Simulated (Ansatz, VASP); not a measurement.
# BN: VASP beside Ansatz

```
B N
1.0
     0.00000    1.85897    1.85897
     1.85897    0.00000    1.85897
     1.85897    1.85897    0.00000
B N
1 1
Direct
  0.00000 0.00000 0.00000
  0.25000 0.25000 0.25000
```

Change from the starting cell: hydrostatic strain +3.0%.

Alike in both runs: task single point; functional HSE06; k mesh 8 × 8 × 8; no spin polarisation.

|  | VASP | Ansatz |
| --- | --- | --- |
| version | VASP 6.6.1 | Ansatz 0.2.0 |
| potentials or method | VASP PAW PBE potentials, release 64 (B, N) | plane waves, PAW |
| plane-wave cutoff (eV) | 520 | 420 |
| occupations | gaussian, width 0.01 eV | fixed |
| valence electrons in the cell | 8 | 8 |

```csv
,VASP,Ansatz,Ansatz less VASP
gap on the k mesh at the Fermi level (eV),5.66,5.67,+0.011
pressure (GPa),-33.4,-33.6,-0.23
```

Both programs put the cell under strong tension, so it lies far from rest at this level. Ansatz's warnings: stress exchange threshold loose, stress scf threshold loose.

Noted on VASP's run: the cell as given lies far from equilibrium.
